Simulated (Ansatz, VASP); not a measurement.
**Two plane-wave programs on InGa2N3**

Contents of INCAR:

```
SYSTEM = InGa2N3
ALGO = Normal
EDIFF = 1E-7
ENCUT = 520
GGA = PE
ISIF = 2
ISMEAR = 0
ISPIN = 2
LASPH = .TRUE.
LCHARG = .TRUE.
LELF = .TRUE.
LORBIT = 11
LREAL = .FALSE.
LVHAR = .TRUE.
LWAVE = .FALSE.
MAGMOM = 0 0 0 1 1 1
NBANDS = 40
NELM = 150
PREC = Accurate
SIGMA = 0.1
```

The input KPOINTS:

```
k-points
0
G
  6 6 6
  0 0 0
```

POSCAR

```
InGa2N3
1.0
    2.9452263782      1.7004272423      2.7124977188
   -2.9452263782      1.7004272423      2.7124977188
    0.0000000000     -3.4008544845      2.7124977188
In Ga N
1 2 3
Direct
    0.5000000000      0.5000000000      0.5000000000
    0.1662533438      0.1662533438      0.1662533438
    0.8337466562      0.8337466562      0.8337466562
    0.0000000000      0.5000000000      0.5000000000
    0.5000000000      0.0000000000      0.5000000000
    0.5000000000      0.5000000000      0.0000000000
```

Input for Ansatz:

```yaml
crystal:
  lattice:
    - [2.9452263782, 1.7004272423, 2.7124977188]
    - [-2.9452263782, 1.7004272423, 2.7124977188]
    - [0.0, -3.4008544845, 2.7124977188]
  atoms:
    - { symbol: In, position: [0.5, 0.5, 0.5] }
    - { symbol: Ga, position: [0.1662533438, 0.1662533438, 0.1662533438] }
    - { symbol: Ga, position: [0.8337466562, 0.8337466562, 0.8337466562] }
    - { symbol: "N", position: [0.0, 0.5, 0.5], spin: 1.0 }
    - { symbol: "N", position: [0.5, 0.0, 0.5], spin: 1.0 }
    - { symbol: "N", position: [0.5, 0.5, 0.0], spin: 1.0 }
basis:
  ecutwfc: 420
kpoints:
  mp_grid: { grid: [6, 6, 6] }
hamiltonian:
  xc: pbe
scf:
  occupations: { method: gaussian, width: 0.1 }
  lower_state_search: "off"
output:
  forces: true
  stress: true
  eigenvalues: true
  populations: true
magnetization:
  spin_polarized: true
```

Change from the starting cell: species swapped into the Zr2AlFe3 type (R-3m, No. 166).

Alike in both runs: task single point; functional PBE; k mesh 6 × 6 × 6; occupations gaussian, width 0.1 eV; collinear spin.

|  | VASP | Ansatz |
| --- | --- | --- |
| version | VASP 6.6.1 | Ansatz 0.2.0 |
| potentials or method | VASP PAW PBE potentials, release 64 (In_d, Ga_d, N), cutoff 520 eV | scalar-relativistic, plane waves, PAW |
| valence electrons in the cell | 54 | 54 |

|  | VASP | Ansatz | Ansatz less VASP |
| --- | --- | --- | --- |
| gap on the k mesh at the Fermi level (eV) | none | none | - |
| pressure (GPa) | 1.8 | 1.5 | -0.28 |
| traceless stress, the component that is largest in VASP (GPa) | 0.21 | 0.13 | -0.073 |
| rms of the force components (eV/Å) | 0.019 | 0.029 | +0.0109 |
| net moment per atom (μB) | 0.31 | 0.31 | 0.000 |
| size of the moment on the site where the two differ most (μB) | 0.43 | 0.51 | +0.081 |

Site moments also hang on the region over which each program counts them. Atom by atom the forces differ by 0.011 eV/Å (rms over components). A gap of «none» marks a metal or a gap that the smearing closes.
